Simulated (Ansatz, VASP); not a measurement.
## Hf2TeW2S in VASP and in Ansatz

```xyz
6
Lattice="4.6965 0.0000 0.0000 0.0000 4.6965 0.0000 0.0000 0.0000 5.6760" Properties=species:S:1:pos:R:3 pbc="T T T"
Hf    2.3482    2.3482    0.0000
Hf    0.0000    0.0000    2.8380
Te    0.0000    0.0000    0.0000
W     2.3482    0.0000    3.8802
W     0.0000    2.3482    1.7958
S     2.3482    2.3482    2.8380
```

Change from the starting cell: species swapped into the Li2MgCdP2 type (P-4m2, No. 115).

Alike in both runs: functional PBE; k mesh 8 × 8 × 6; occupations gaussian, width 0.01 eV; no spin polarisation.

Ansatz relaxed the structure, and its values are those at the end. VASP's run is a single point on that final structure, the one shown.

|  | VASP | Ansatz |
| --- | --- | --- |
| version | VASP 6.6.1 | Ansatz 0.2.0 |
| potentials or method | VASP PAW PBE potentials, release 64 (Hf_pv, Te, W_sv, S), cutoff 520 eV | scalar-relativistic, plane waves, PAW |
| valence electrons in the cell | 60 | 102 |

|  | VASP | Ansatz | Ansatz less VASP |
| --- | --- | --- | --- |
| gap on the k mesh at the Fermi level (eV) | 0.04 | 0.05 | +0.005 |
| least direct gap on the mesh (eV) | 0.06 | 0.07 | +0.003 |
| pressure (GPa) | -0.2 | 0.0 | +0.21 |
| rms of the force components (eV/Å) | 0.015 | 0.001 | -0.0143 |

The functional is the same, so the differences come from potentials, cutoffs and numerics. VASP's potentials hold 60 valence electrons a cell and Ansatz's 102, so a difference there can come from the potentials and not from the codes.

Spin-orbit coupling is off throughout.
